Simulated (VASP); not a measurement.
Runs of VASP 6.6.1 on Mo. The structure is that of space group I4/mmm (No. 139), or close to it. The cells are those of the table. 

```tsv
cell	gap on the mesh (eV)	pressure (GPa)
a = 2.859, b = 2.859, c = 2.622 Å, angles 62.7, 62.7, 54.6°, 1 atom	none	12.4
a = 2.859, b = 2.859, c = 3.078 Å, angles 57.4, 57.4, 65.1°, 1 atom	none	-25.3
a = 2.966, b = 2.966, c = 3.078 Å, angles 58.7, 58.7, 62.5°, 1 atom	none	-34.6
a = 2.798, b = 2.798, c = 2.622 Å, angles 62.1, 62.1, 55.9°, 1 atom	none	(a)
```

Alike in all rows: task single point; level PBEsol; potentials or basis VASP PAW PBE potentials, release 64 (Mo_sv); no spin polarisation; k mesh 20 × 20 × 20; cutoff (eV) 520; smearing gaussian 0.15 eV.

Task: Estimate the missing entries.

Result: (a) 24.5.

Caveats: the PAW data sets were made with another functional, which shifts forces and pressure a little.

A k mesh can miss the band edges, and the runs leave out spin-orbit coupling on Mo.

A gap of «none» marks levels without a gap at the run's occupations.
